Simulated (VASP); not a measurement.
## Au (a cell with a defect): single point with PBE

The system is Au (a cell with a defect).

```
Au
1.0
    -4.15790    4.15790   -4.15790
     4.15790    4.15790    4.15790
     4.15790   -4.15790   -4.15790
Au
15
Direct
  0.00385 0.24615 0.75000
  0.49615 0.00000 0.50385
  0.75000 0.50000 0.75000
  0.25000 0.24615 0.50385
  0.49615 0.75385 0.75000
  0.00385 0.50770 0.50385
  0.75000 0.00000 0.25000
  0.49615 0.24615 0.24230
  0.75770 0.75385 0.50385
  0.00385 0.00000 0.99615
  0.25000 0.50000 0.25000
  0.00385 0.75385 0.25770
  0.74230 0.24615 0.99615
  0.49615 0.49230 0.99615
  0.25000 0.75385 0.99615
```

```json
{
  "Program": "VASP 6.6.1",
  "Task": "single point",
  "Functional": "PBE",
  "Potentials or basis": "VASP PAW PBE potentials, release 64 (Au)",
  "Cutoff": "520 eV",
  "k mesh": "5 × 5 × 5",
  "Occupations": "gaussian, width 0.1 eV",
  "Spin": "no spin polarisation",
  "Dipole correction": "no",
  "Further INCAR settings": "LREAL = Auto; ALGO = Normal; EDIFF = 1e-07; NBANDS = 96"
}
```

The pressure is -3.4 GPa. The largest force is 0.005 eV/Å.

Forces on the atoms (eV/Å):
```
Au  -0.004  0.000 -0.004
Au   0.004 -0.004  0.000
Au   0.000  0.000  0.000
Au   0.000 -0.004 -0.004
Au   0.004  0.000  0.004
Au   0.004  0.004  0.000
Au   0.000  0.000  0.000
Au  -0.004  0.000  0.004
Au   0.000  0.004 -0.004
Au  -0.004  0.004  0.000
Au   0.000  0.000  0.000
Au   0.004  0.000 -0.004
Au   0.000 -0.004  0.004
Au  -0.004 -0.004  0.000
Au   0.000  0.004  0.004
```

Levels at points of the mesh, in eV from the Fermi level:
```tsv
k point	band 81	band 82	band 83	band 84	band 85	band 86
(0.00, 0.00, 0.00)	-0.41	-0.13	-0.13	-0.13	-0.09	-0.09
```

It took 8.6 min on 1 thread of Intel(R) Xeon(R) Platinum 8488C (Sapphire Rapids), on a shared host, peak memory 0.49 GiB.

Caveat: spin-orbit coupling is left out, which moves the levels of the heavy elements.
